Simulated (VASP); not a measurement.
Set up this calculation in VASP 6.6.1, as the native input.

```yaml
Task: single point
Functional: PBEsol
Potentials_or_basis: VASP PAW PBE potentials, release 64 (Ag)
Cutoff: 520 eV
k_mesh: 26 × 26 × 26
Occupations: gaussian, width 0.15 eV
Spin: no spin polarisation
Dipole_correction: no
Further_INCAR_settings: ALGO = Fast; EDIFF = 1e-06; NBANDS = 12
```

The structure of Ag lies in POSCAR:

```
Ag
1.0
   -1.6125573273      1.6125573273      1.5722433941
    1.6125573273     -1.6125573273      1.5722433941
    1.6125573273      1.6125573273     -1.5722433941
Ag
1
Direct
    0.0000000000      0.0000000000      0.0000000000
```

This cell differs from its parent crystal: strain +0.000 along x and y, -0.025 along z.

These files were run (other wordings do the same):

INCAR

```
SYSTEM = Ag
ALGO = Fast ; EDIFF = 1E-6
ENCUT = 520 ; GGA = PS
ISIF = 2 ; ISMEAR = 0
LASPH = .True. ; LCHARG = .False.
LREAL = .False. ; LWAVE = .False.
NBANDS = 12 ; NELM = 100
PREC = Accurate ; SIGMA = 0.15
```

KPOINTS

```
k-points
0
Gamma
  26 26 26
  0 0 0
```

Potentials or basis: VASP PAW PBE potentials, release 64 (Ag).

The run is started by

```bash
$ cat potpaw_PBE.64/Ag/POTCAR > POTCAR
$ mpirun -np 1 vasp_std > vasp.out
```

Results of the run:

The pressure is 3.0 GPa.

Caveat: the cell differs from its parent crystal (strain +0.000 along x and y, -0.025 along z); the PAW data sets were made with another functional, which shifts forces and pressure a little.

It took 66 s on 1 thread of Intel(R) Xeon(R) 6975P-C (Granite Rapids) (shared host), peak memory 0.35 GiB.
